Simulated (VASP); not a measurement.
## BeS: relaxation of cell and atoms with PBE

The system is BeS.

```
Be S
1.0
     0.00000    2.43801    2.43801
     2.43801    0.00000    2.43801
     2.43801    2.43801    0.00000
Be S
1 1
Cartesian
  1.2190 1.2190 1.2190
  2.4380 2.4380 2.4380
```

| Property | Result |
| --- | --- |
| Program | VASP 6.6.1 |
| Task | relaxation of cell and atoms |
| Functional | PBE |
| Potentials or basis | VASP PAW PBE potentials, release 64 (Be, S) |
| Cutoff | 600 eV |
| k mesh | 8 × 8 × 8 |
| Occupations | gaussian, width 0.02 eV |
| Spin | no spin polarisation |
| Dipole correction | no |
| Further INCAR settings | ALGO = Normal; EDIFF = 1e-07; IBRION = 2; EDIFFG = -0.01; NSW = 100; ISIF = 3 |

* Pressure after relaxing: 0.0 GPa
* Band gap on the k mesh: 3.15 eV, indirect (least direct gap 5.68 eV)

Final structure:
```
CELL_PARAMETERS angstrom
0.00000 2.43801 2.43801
2.43801 0.00000 2.43801
2.43801 2.43801 0.00000
ATOMIC_POSITIONS crystal
Be 0.25000 0.25000 0.25000
S 0.50000 0.50000 0.50000
```

Levels at points of the mesh, in eV from the valence-band top:
```
           k point  band 1  band 2  band 3  band 4  band 5  band 6  band 7  band 8
(0.00, 0.00, 0.00)  -13.59    0.00    0.00    0.00    5.68    5.68    5.68    5.75
(0.50, 0.00, 0.00)  -12.02   -5.68   -1.01   -1.01    5.42    6.57    6.57   11.13
(0.50, 0.50, 0.00)  -11.49   -4.94   -2.59   -2.59    3.15    4.93   12.65   12.65
```

It took 4.3 s on 1 thread of Intel(R) Xeon(R) 6975P-C (Granite Rapids), with other jobs on the host, peak memory 0.15 GiB.

Caveat: the relaxation stopped at its first step, so nothing moved. A k mesh can miss the band edges.
